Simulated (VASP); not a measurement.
# Be (Fm-3m) in VASP: a series of runs, part 2 of 2

VASP 6.6.1. Earlier steps stand in the parts before.

## Step 3: Relaxation of cell and atoms, PBEsol, target pressure 470 GPa, at which the enthalpy is minimised

The input, INCAR:

```
PREC = Accurate
ENCUT = 600
EDIFF = 1E-6
ISMEAR = -1
SIGMA = 0.05
LREAL = False
LASPH = True
NELM = 80
ALGO = Normal
ISIF = 3
LWAVE = False
LCHARG = False
GGA = PS
IBRION = 2
NSW = 32
EDIFFG = -0.005
PSTRESS = 4700.0
```

The input, KPOINTS:

```
Automatic mesh
0
Gamma
  28 28 28
```

The input, POSCAR:

```
Be
1.0
    0.0000000000      1.1722168642      1.1722168642
    1.1722168642      0.0000000000      1.1722168642
    1.1722168642      1.1722168642      0.0000000000
Be
1
Direct
    0.0000000000      0.0000000000      0.0000000000
```

Potentials or basis: VASP PAW PBE potentials, release 64 (Be).

Started as:

```bash
cat potpaw_PBE.64/Be/POTCAR > POTCAR
mpirun -np 1 vasp_std > vasp.out
```

OUTCAR:

```text
PREC = Accurate
   ENCUT = 600
   EDIFF = 1E-6
   ISMEAR = -1
   LREAL = False
   LASPH = True
   NELM = 80
   ISIF = 3
   GGA = PS
   IBRION = 2
   NSW = 32
   EDIFFG = -0.005
   PSTRESS = 4700.0

 ion  position               nearest neighbor table
   1  0.000  0.000  0.000-

  LATTYP: Found a face centered cubic cell.
 ALAT       =     2.3444337284

  Lattice vectors:

 A1 = (   0.0000000000,   1.1722168642,   1.1722168642)
 A2 = (   1.1722168642,   0.0000000000,   1.1722168642)
 A3 = (   1.1722168642,   1.1722168642,   0.0000000000)

Analysis of symmetry for initial positions (statically):
=====================================================================
 Subroutine PRICEL returns:
 Original cell was already a primitive cell.

 Routine SETGRP: Setting up the symmetry group for a
 face centered cubic supercell.

 Subroutine GETGRP returns: Found 48 space group operations
 (whereof 48 operations were pure point group operations)
 out of a pool of 48 trial point group operations.

The static configuration has the point symmetry O_h .

Analysis of symmetry for dynamics (positions and initial velocities):
=====================================================================
 Subroutine PRICEL returns:
 Original cell was already a primitive cell.

 Routine SETGRP: Setting up the symmetry group for a
 face centered cubic supercell.

 Subroutine GETGRP returns: Found 48 space group operations
 (whereof 48 operations were pure point group operations)
 out of a pool of 48 trial point group operations.

The dynamic configuration has the point symmetry O_h .

 Subroutine INISYM returns: Found 48 space group operations
 (whereof 48 operations are pure point group operations),
 and found     1 'primitive' translations

----------------------------------------------------------------------------------------

                                     Primitive cell

  volume of cell :       3.2215

  direct lattice vectors                    reciprocal lattice vectors
     0.000000000  1.172216864  1.172216864    -0.426542234  0.426542234  0.426542234
     1.172216864  0.000000000  1.172216864     0.426542234 -0.426542234  0.426542234
     1.172216864  1.172216864  0.000000000     0.426542234  0.426542234 -0.426542234

  length of vectors
     1.657764987  1.657764987  1.657764987     0.738792821  0.738792821  0.738792821

  position of ions in fractional coordinates (direct lattice)
     0.000000000  0.000000000  0.000000000

  ion indices of the primitive-cell ions
   primitive index   ion index
                 1           1

----------------------------------------------------------------------------------------

 KPOINTS: Automatic mesh

Automatic generation of k-mesh.
 Grid dimensions read from file:
 generate k-points for:   28   28   28

 Generating k-lattice:

  Cartesian coordinates                     Fractional coordinates (reciprocal lattice)
    -0.015233651  0.015233651  0.015233651     0.035714286  0.000000000  0.000000000
     0.015233651 -0.015233651  0.015233651     0.000000000  0.035714286  0.000000000
     0.015233651  0.015233651 -0.015233651     0.000000000  0.000000000  0.035714286

  Length of vectors
     0.026385458  0.026385458  0.026385458

  Shift w.r.t. Gamma in fractional coordinates (k-lattice)
     0.000000000  0.000000000  0.000000000

 Subroutine IBZKPT returns following result:
 ===========================================

 Found    624 irreducible k-points:

 Following reciprocal coordinates:
            Coordinates               Weight
  0.000000  0.000000  0.000000      1.000000
  0.035714  0.000000  0.000000      8.000000
  0.071429  0.000000  0.000000      8.000000
  0.107143  0.000000  0.000000      8.000000
  0.142857  0.000000  0.000000      8.000000
  0.178571  0.000000  0.000000      8.000000
[... 16 lines left out ...]
  0.285714  0.035714  0.000000     24.000000
  0.321429  0.035714  0.000000     24.000000
 [... further k-points ...]
   k-points           NKPTS =    624   k-points in BZ     NKDIM =    624   number of bands    NBANDS=      5
   number of dos      NEDOS =    301   number of ions     NIONS =      1
   total plane-waves  NPLWV =   2744
   dimension x,y,z NGX =    14 NGY =   14 NGZ =   14
   dimension x,y,z NGXF=    28 NGYF=   28 NGZF=   28
   ions per type =               1
   NGX,Y,Z   is equivalent  to a cutoff of  14.04, 14.04, 14.04 a.u.
   NGXF,Y,Z  is equivalent  to a cutoff of  28.08, 28.08, 28.08 a.u.
 SYSTEM =  unknown system
   PREC   = accura    normal or accurate (medium, high low for compatibility)
   ISTART =      0    job   : 0-new  1-cont  2-samecut
   ICHARG =      2    charge: 1-file 2-atom 10-const
   ISPIN  =      1    spin polarized calculation?
   LNONCOLLINEAR =      F non collinear calculations
   LSORBIT =      F    spin-orbit coupling
   LASPH  =      T    aspherical Exc in radial PAW
   ENCUT  =  600.0 eV  44.10 Ry    6.64 a.u.   3.31  3.31  3.31*2*pi/ulx,y,z
   NELM   =     80;   NELMIN=  2; NELMDL= -5     # of ELM steps
   EDIFF  = 0.1E-05   stopping-criterion for ELM
   LREAL  =      F    real-space projection
   EDIFFG = -.5E-02   stopping-criterion for IOM
   NSW    =     32    number of steps for IOM
   IBRION =      2    ionic relax: 0-MD 1-quasi-New 2-CG
   NFREE  =      1    steps in history (QN), initial steepest desc. (CG)
   ISIF   =      3    stress and relaxation
   ISYM   =      2    0-nonsym 1-usesym 2-fastsym
   POTIM  = 0.5000    time-step for ionic-motion
   TEBEG  =    0.0;   TEEND  =   0.0 temperature during run
   PSTRESS= 4700.0 pullay stress
   NELECT =       2.0000    total number of electrons
   NUPDOWN=      -1.0000    fix difference up-down
   EMIN   =  10.00;   EMAX   =-10.00  energy-range for DOS
   EFERMI =   0.00;   METHOD = LEGACY
   ISMEAR =    -1;   SIGMA  =   0.05  broadening in eV -4-tet -1-fermi 0-gaus
   EFERMI_NEDOS =   21; number of points for ismear=-14 and -15
   IALGO  =     38    algorithm
   IMIX   =      4    mixing-type and parameters
     AMIX     =   0.40;   BMIX     =  1.00
     AMIX_MAG =   1.60;   BMIX_MAG =  1.00
  volume/ion in A,a.u.               =       3.22        21.74
  Fermi-wavevector in a.u.,A,eV,Ry     =   1.396583  2.639160 26.537417  1.950445
  Thomas-Fermi vector in A             =   2.519923
   LORBIT       =      0    0 simple, 1 ext, 2 COOP (PROOUT), +10 PAW based schemes
   GGA     = PS    functional components
   LHFCALC =     F    Hartree Fock is set to
   AEXX    =    0.0000 exact exchange contribution
   IVDW    =     0    specifies the selected vdW correction
   LEPSILON=     F    determine dielectric tensor
   LRPA    =     F    only Hartree local field effects (RPA)
 conjugate gradient relaxation of ions
 non-spin polarized calculation
  energy-cutoff  :      600.00
  volume of cell :        3.22
 maximum number of plane-waves:       116
 NGX is ok and might be reduce to    14
   NGX =  7   NGY =  7   NGZ =  7

--------------------------------------- Ionic step        1  -------------------------------------------

 number of electron       2.0000000 magnetization

 Free energy of the ion-electron system (eV)
  ---------------------------------------------------
  ext. energy  EPLUGINS =         0.00000000
  ---------------------------------------------------
  free energy    TOTEN  =        -0.39771787 eV

  energy without entropy =       -0.39754436  energy(sigma->0) =       -0.39763112

------------------------ aborting loop because EDIFF is reached ----------------------------------------

  FORCE on cell =-STRESS in cart. coord.  units (eV):
  Direction    XX          YY          ZZ          XY          YZ          ZX
  --------------------------------------------------------------------------------------
  -------------------------------------------------------------------------------------
  Total        9.5701718      9.5701718      9.5701718      0.0000000      0.0000000      0.0000000
  in kB     4759.6654457   4759.6654457   4759.6654457      0.0000000      0.0000000      0.0000000
  external PRESSURE =      59.6654457 kB  Pullay stress =    4700.0000000 kB
[... 61 lines left out ...]
--------------------------------------- Ionic step        3  -------------------------------------------

 number of electron       2.0000000 magnetization

 Free energy of the ion-electron system (eV)
  ---------------------------------------------------
  ext. energy  EPLUGINS =         0.00000000
  ---------------------------------------------------
  free energy    TOTEN  =        -0.44073262 eV

  energy without entropy =       -0.44055901  energy(sigma->0) =       -0.44064581

 E-fermi :  17.7856     XC(G=0): -13.9730

 val. band max:       17.7110040778   @ k =  -0.2857   0.4643   0.1786
 cond. band min:      17.9084062514   @ k =  -0.2500   0.4643   0.2143
 fundamental gap:      0.1974021736
 Fermi energy:        17.7855542456

 k-point     1 :       0.0000    0.0000    0.0000
  band No.  band energies     occupation
      1       1.3587      2.00000
      2      56.5964      0.00000
      3      56.5964      0.00000
      4      56.5964      0.00000
      5      69.4178      0.00000
[... 177 lines left out ...]
 k-point    24 :       0.3214    0.0357    0.0000
  band No.  band energies     occupation
      1       4.5436      2.00000
      2      31.3365      0.00000
      3      49.8352      0.00000
      4      52.6969      0.00000
      5      64.5861      0.00000

 [... further k-points ...]

------------------------ aborting loop because EDIFF is reached ----------------------------------------

  FORCE on cell =-STRESS in cart. coord.  units (eV):
  Direction    XX          YY          ZZ          XY          YZ          ZX
  --------------------------------------------------------------------------------------
  -------------------------------------------------------------------------------------
  Total        9.4929368      9.4929368      9.4929368      0.0000000      0.0000000      0.0000000
  in kB     4699.9934290   4699.9934290   4699.9934290      0.0000000      0.0000000      0.0000000
  external PRESSURE =      -0.0065710 kB  Pullay stress =    4700.0000000 kB
[... 20 lines left out ...]
  energy  without entropy=       -0.4405590056  energy(sigma->0) =       -0.44064581

  enthalpy is  TOTEN    =         9.0522174837 eV   P V=        9.4929500997

 reached required accuracy - stopping structural energy minimisation
```

OSZICAR:

```text
N       E                     dE             d eps       ncg     rms          rms(c)
DAV:   1     0.331155505931E+01    0.33116E+01   -0.16772E+03  7305   0.410E+02
DAV:   2    -0.550333460210E+00   -0.38619E+01   -0.36158E+01  7905   0.636E+01
DAV:   3    -0.553651182557E+00   -0.33177E-02   -0.33177E-02  7500   0.188E+00
DAV:   4    -0.553651672551E+00   -0.48999E-06   -0.48849E-06  7955   0.209E-02
[... 13 lines left out ...]
       N       E                     dE             d eps       ncg     rms          rms(c)
DAV:   1    -0.440779397377E+00    0.12006E+00   -0.22127E-03  6315   0.669E-01    0.373E-02
DAV:   2    -0.440747190228E+00    0.32207E-04   -0.26510E-06  7800   0.254E-02    0.232E-02
DAV:   3    -0.440733057289E+00    0.14133E-04   -0.49674E-06  6645   0.357E-02    0.104E-03
DAV:   4    -0.440732616047E+00    0.44124E-06   -0.31519E-08  3510   0.270E-03
   3 F= 0.90522175E+01 E0= 0.90523043E+01  d E =-.268273E-03
```

CONTCAR:

```text
Be
   1.00000000000000
     0.0000000000000000    1.1739816506262826    1.1739816506262826
     1.1739816506262826    0.0000000000000000    1.1739816506262826
     1.1739816506262826    1.1739816506262826    0.0000000000000000
  Be
     1
Direct
     0.0000000000000000    0.0000000000000000    0.0000000000000000

  0.00000000E+00  0.00000000E+00  0.00000000E+00
```

It took 17 s on 1 thread of Intel Xeon 8259CL, shared host; peak memory 0.12 GiB.

What came out:

```yaml
Free_energy: -0.4407 eV
Relaxed_volume: 3.24 Å³/atom
Relaxed_cell: a = 1.660 Å, b = 1.660 Å, c = 1.660 Å, α = 60.00°, β = 60.00°, γ = 60.00°
Space_group_after_relaxing_to_0.1_Å: Fm-3m (No. 225)
Energy_change_on_relaxing_the_run_minimises_the_enthalpy: -43.0 meV/atom
Ionic_steps: 3
Pressure_after_relaxing: 470.0 GPa
Band_gap_on_the_k_mesh: zero (bands 1 and 2 overlap by 2.31 eV)
```

The path:
```tsv
step	energy change (eV)	largest force (eV/Å)	pressure (GPa)	volume (Å³)
1	0.0000	0.0000	475.97	3.22
2	-0.1631	0.0000	453.43	3.28
3	-0.0430	0.0000	470.00	3.24
```

Final structure:
```
Be
1.0
     0.00000    1.17398    1.17398
     1.17398    0.00000    1.17398
     1.17398    1.17398    0.00000
Be
1
Direct
  0.00000 0.00000 0.00000
```

Caveat: the cell is relaxed towards a set pressure, so the run minimises the enthalpy, not the energy; the PAW data sets were made with another functional, which shifts forces and pressure a little.
